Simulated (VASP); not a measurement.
# LiF in VASP: a series of runs, part 2 of 2

VASP 6.6.1.

## (6) Single point, r2SCAN (strain -0.040 along x and y, -0.080 along z)

Contents of POSCAR:

```
LiF
1.0
    0.0000000000      1.9334400000      1.8528800000
    1.9334400000      0.0000000000      1.8528800000
    1.9334400000      1.9334400000      0.0000000000
Li F
1 1
Direct
    0.0000000000      0.0000000000      0.0000000000
    0.5000000000      0.5000000000      0.5000000000
```

Contents of INCAR.step1:

```
ALGO     = Normal         # electronic algorithm
EDIFF    = 1E-4           # SCF threshold, eV
ENCUT    = 520            # plane-wave cutoff, eV
GGA      = PE             # functional
ISMEAR   = 0              # smearing method
LASPH    = True           # aspherical terms in the spheres
LCHARG   = False          # write CHGCAR
LREAL    = False          # projectors in reciprocal space
LWAVE    = True           # write WAVECAR
NBANDS   = 12             # bands
NELM     = 60             # most SCF steps
PREC     = Accurate       # precision mode
SIGMA    = 0.05           # smearing width, eV
```

Contents of INCAR.step2:

```
ALGO     = Normal         # electronic algorithm
EDIFF    = 1E-6           # SCF threshold, eV
ENCUT    = 520            # plane-wave cutoff, eV
ISIF     = 2              # what is computed and relaxed
ISMEAR   = 0              # smearing method
ISTART   = 1            
LASPH    = True           # aspherical terms in the spheres
LCHARG   = True           # write CHGCAR
LELF     = True           # ELF
LMIXTAU  = True         
LREAL    = False          # projectors in reciprocal space
LVHAR    = True         
LWAVE    = False          # write WAVECAR
METAGGA  = R2SCAN         # meta-GGA
NBANDS   = 12             # bands
NELM     = 60             # most SCF steps
PREC     = Accurate       # precision mode
SIGMA    = 0.05           # smearing width, eV
```

Contents of KPOINTS:

```
k-points
0
Gamma
  10 10 10
```

Potentials or basis: VASP PAW PBE potentials, release 64 (Li_sv, F).

Run with:

```console
cat potpaw_PBE.64/Li_sv/POTCAR potpaw_PBE.64/F/POTCAR > POTCAR
cp INCAR.step1 INCAR
mpirun -np 1 vasp_std > vasp.out
cp INCAR.step2 INCAR
mpirun -np 1 vasp_std > vasp.out
```

OUTCAR:

```text
EDIFF = 1E-6
   ENCUT = 520
   ISIF = 2
   ISMEAR = 0
   ISTART = 1
   LASPH = True
   LREAL = False
   METAGGA = R2SCAN
   NELM = 60
   PREC = Accurate

 ion  position               nearest neighbor table
   1  0.000  0.000  0.000-   2 1.85   2 1.85   2 1.93   2 1.93   2 1.93   2 1.93
   2  0.500  0.500  0.500-   1 1.85   1 1.85   1 1.93   1 1.93   1 1.93   1 1.93

  LATTYP: Found a body centered tetragonal cell.
 ALAT       =     2.7342970700
 C/A-ratio  =     1.3552879973

  Lattice vectors:

 A1 = (   0.0000000000,  -1.9334400000,  -1.8528800000)
 A2 = (   0.0000000000,   1.9334400000,  -1.8528800000)
 A3 = (   1.9334400000,   0.0000000000,   1.8528800000)

Analysis of symmetry for initial positions (statically):
=====================================================================
 Subroutine PRICEL returns:
 Original cell was already a primitive cell.

 Routine SETGRP: Setting up the symmetry group for a
 body centered tetragonal supercell.

 Subroutine GETGRP returns: Found 16 space group operations
 (whereof 16 operations were pure point group operations)
 out of a pool of 16 trial point group operations.

[... 174 lines left out ...]
      4      -0.5117      2.00000
      5      -0.5116      2.00000
      6      11.3471      0.00000
      7      26.5374      0.00000
      8      26.5376      0.00000
      9      26.9226      0.00000
     10      27.4382      0.00000
     11      27.4390      0.00000
     12      28.8069      0.00000
[... 331 lines left out ...]
 k-point    24 :       0.4000    0.3000    0.0000
  band No.  band energies     occupation
      1     -42.1540      2.00000
      2     -21.4353      2.00000
      3      -3.3597      2.00000
      4      -1.7342      2.00000
      5      -1.6156      2.00000
      6      15.7318      0.00000
      7      18.0529      0.00000
      8      21.6691      0.00000
      9      22.7588      0.00000
     10      23.8259      0.00000
     11      38.4731      0.00000
     12      39.6564      0.00000

 [... further k-points ...]

------------------------ aborting loop because EDIFF is reached ----------------------------------------

  FORCE on cell =-STRESS in cart. coord.  units (eV):
  Direction    XX          YY          ZZ          XY          YZ          ZX
  --------------------------------------------------------------------------------------
  -------------------------------------------------------------------------------------
  Total        0.9577845      0.9577845      1.6664952      0.0000000      0.0000000      0.0000000
  in kB      110.7744689    110.7744689    192.7418179      0.0000000      0.0000000      0.0000000
  external PRESSURE =     138.0969186 kB  Pullay stress =       0.0000000 kB

 VOLUME and BASIS-vectors are now :
 -----------------------------------------------------------------------------
  energy-cutoff  :      520.00
  volume of cell :       13.85
      direct lattice vectors                 reciprocal lattice vectors
     0.000000000  1.933440000  1.852880000    -0.258606422  0.258606422  0.269850179
     1.933440000  0.000000000  1.852880000     0.258606422 -0.258606422  0.269850179
     1.933440000  1.933440000  0.000000000     0.258606422  0.258606422 -0.269850179

 POSITION                                       TOTAL-FORCE (eV/Angst)
 -----------------------------------------------------------------------------------
      0.00000      0.00000      0.00000         0.000000      0.000000      0.000000
      1.93344      1.93344      1.85288        -0.000000     -0.000000      0.000000
 -----------------------------------------------------------------------------------
    total drift:                                0.000000      0.000000      0.000000

  FREE ENERGIE OF THE ION-ELECTRON SYSTEM (eV)
  ---------------------------------------------------
  free  energy   TOTEN  =       -11.8102903997 eV

  energy  without entropy=      -11.8102903997  energy(sigma->0) =      -11.81029040
```

OUTCAR.step1:

```text
EDIFF = 1E-4
   ENCUT = 520
   GGA = PE
   ISMEAR = 0
   LASPH = True
[... 583 lines left out ...]
 -----------------------------------------------------------------------------------
      0.00000      0.00000      0.00000        -0.000000      0.000000      0.000000
      1.93344      1.93344      1.85288         0.000000     -0.000000      0.000000
 -----------------------------------------------------------------------------------
    total drift:                                0.000000      0.000000      0.000000

  FREE ENERGIE OF THE ION-ELECTRON SYSTEM (eV)
  ---------------------------------------------------
  free  energy   TOTEN  =        -9.4740242622 eV

  energy  without entropy=       -9.4740242622  energy(sigma->0) =       -9.47402426
```

Run time: 63 s. Hardware: 1 thread of Intel Xeon Platinum 8259CL at 2.50GHz (Skylake/Cascade Lake), shared host; peak memory 0.13 GiB.

What came out:

```yaml
Free_energy: -11.8103 eV
Band_gap_on_the_k_mesh: 11.86 eV
```

Levels at points of the mesh, in eV from the valence-band top:
```tsv
k point	band 2	band 3	band 4	band 5	band 6	band 7	band 8	band 9
(0.00, 0.00, 0.00)	-21.63	-0.13	0.00	0.00	11.86	27.05	27.05	27.43
(0.50, 0.00, 0.00)	-21.10	-3.08	-0.41	-0.29	12.76	20.19	21.30	22.27
(0.50, 0.50, 0.00)	-20.65	-3.79	-1.44	-1.44	17.79	18.39	21.14	23.58
(0.50, 0.00, 0.50)	-20.71	-3.86	-1.43	-1.11	17.48	18.48	21.14	23.83
```

Caveat: the cell differs from its parent crystal (strain -0.040 along x and y, -0.080 along z); the cutoff is under 1.25 times the usual one of these potentials, so pressure, stress and relaxed cells hold a basis-set (Pulay) error; the PAW data sets were made with another functional, which shifts forces and pressure a little.

## (7) Overview

```csv
cell,gap on the mesh (eV)
"a = 2.620 Å, angles 60.0°, 2 atoms",13.00
"a = 3.076 Å, angles 60.0°, 2 atoms",8.31
"a = 2.678, b = 2.678, c = 2.620 Å, angles 60.7, 60.7, 58.6°, 2 atoms",12.31
"a = 2.737, b = 2.737, c = 2.620 Å, angles 61.4, 61.4, 57.2°, 2 atoms",11.74
"a = 2.678, b = 2.678, c = 2.734 Å, angles 59.3, 59.3, 61.4°, 2 atoms",11.86
```

Alike in all rows: task single point; level r2SCAN; potentials or basis VASP PAW PBE potentials, release 64 (Li_sv, F); no spin polarisation; k mesh 10 × 10 × 10; cutoff (eV) 520; smearing gaussian 0.05 eV.

Caveats: the cutoff is under 1.25 times the usual one of these potentials, so pressure, stress and relaxed cells hold a basis-set (Pulay) error; the PAW data sets were made with another functional, which shifts forces and pressure a little.

Absolute energies hang on the potentials; compare differences alone.
